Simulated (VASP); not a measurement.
Runs of VASP 6.6.1 on Zr2TeS. The structure is that of space group R-3m (No. 166), or close to it. The cells are those of the table. 

| task | cell | k mesh | cutoff (eV) | smearing | gap on the mesh (eV) | pressure (GPa) | largest force (eV/Å) |
| --- | --- | --- | --- | --- | --- | --- | --- |
| relaxation of cell and atoms | relaxed from a = 6.716 Å, angles 33.6°, 4 atoms | 6 × 6 × 6 | 600 | gaussian 0.1 eV | none | 0.0 | 0.03 |
| single point | a = 7.019 Å, angles 31.3°, 4 atoms | 6 × 6 × 6 | 520 | gaussian 0.1 eV | none | 0.1 | 0.04 |
| single point | a = 7.002 Å, angles 31.4°, 4 atoms | 15 × 15 × 15 | 520 | fermi-dirac 0.15 eV | none | 0.2 | (a) |
| single point | a = 7.015 Å, angles 31.3°, 4 atoms | 15 × 15 × 15 | 520 | gaussian 0.1 eV | none | 0.2 | 0.02 |

Alike in all rows: level PBEsol; potentials or basis VASP PAW PBE potentials, release 64 (Zr_sv, Te, S); no spin polarisation.

Task: Estimate the missing entries.

Result: (a) 0.01.

Caveats: the PAW data sets were made with another functional, which shifts forces and pressure a little; spin-orbit coupling is left out, which moves the levels of the heavy elements; the relaxation stopped at a loose force limit of 0.05 eV/Å, so its end isn't a converged minimum (some runs).

A k mesh can miss the band edges, and the runs leave out spin-orbit coupling on Te, Zr.

A gap of «none» marks levels without a gap at the run's occupations.
